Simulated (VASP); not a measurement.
CsBr:

```
Cs Br
1.0
     4.31938    0.00000    0.00000
     0.00000    4.31938    0.00000
     0.00000    0.00000    4.31938
Cs Br
1 1
Direct
  0.00000 0.00000 0.00000
  0.50000 0.50000 0.50000
```

Base run:

- Program: VASP 6.6.1
- Functional: HSE06
- Potentials or basis: VASP PAW PBE potentials, release 64 (Cs_sv, Br)
- Cutoff: 400 eV
- k mesh: 4 × 4 × 4
- Occupations: gaussian, width 0.01 eV
- Spin: no spin polarisation

Its results: band gap on the k mesh 5.60 eV, indirect (least direct gap 5.60 eV); pressure 0.4 GPa.

Problem. After a change of settings the same cell gave: band gap on the k mesh 4.42 eV, indirect (least direct gap 4.43 eV); pressure 0.7 GPa. Which change was it?
A. functional from HSE06 to PBE; cutoff from 400 eV to 500 eV
B. functional from HSE06 to r2SCAN; cutoff from 400 eV to 550 eV
C. functional from HSE06 to PBE0

Solution. A.

HSE06 gives the wider gap, since exact exchange removes part of the self-interaction.

Caveats: spin-orbit coupling is left out, which moves the levels of the heavy elements; the PAW data sets were made with another functional, which shifts forces and pressure a little (some runs).
